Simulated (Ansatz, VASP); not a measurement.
**Two plane-wave programs on Cd3Ga2O**

```
Cd Ga O
1.0
     4.82519    0.00000    0.00000
    -2.41260    4.17874    0.00000
     0.00000    0.00000    5.61620
Cd Ga O
3 2 1
Direct
  0.00000 0.00000 0.50000
  0.33333 0.66667 0.00000
  0.33333 0.66667 0.50000
  0.66667 0.33333 0.23691
  0.66667 0.33333 0.76309
  0.00000 0.00000 0.00000
```

Change from the starting cell: species swapped into the Ce2NiGe3 type (P-6m2, No. 187).

Alike in both runs: functional PBE; k mesh 6 × 6 × 2; occupations gaussian, width 0.1 eV; no spin polarisation.

Ansatz relaxed the structure, and its values are those at the end. VASP's run is a single point on that final structure, the one shown.

```csv
,VASP,Ansatz
version,VASP 6.6.1,Ansatz 0.2.0
potentials or method,"VASP PAW PBE potentials, release 64 (Cd, Ga_d, O), cutoff 520 eV","scalar-relativistic, plane waves, PAW"
valence electrons in the cell,68,92
```

|  | VASP | Ansatz | Ansatz less VASP |
| --- | --- | --- | --- |
| gap on the k mesh at the Fermi level (eV) | none | none | - |
| pressure (GPa) | 0.5 | 0.2 | -0.34 |

A gap of «none» marks a metal or a gap that the smearing closes. VASP's potentials hold 68 valence electrons a cell and Ansatz's 92, so a difference there can come from the potentials and not from the codes.

The k mesh is coarse, so the values compare programs but aren't converged.
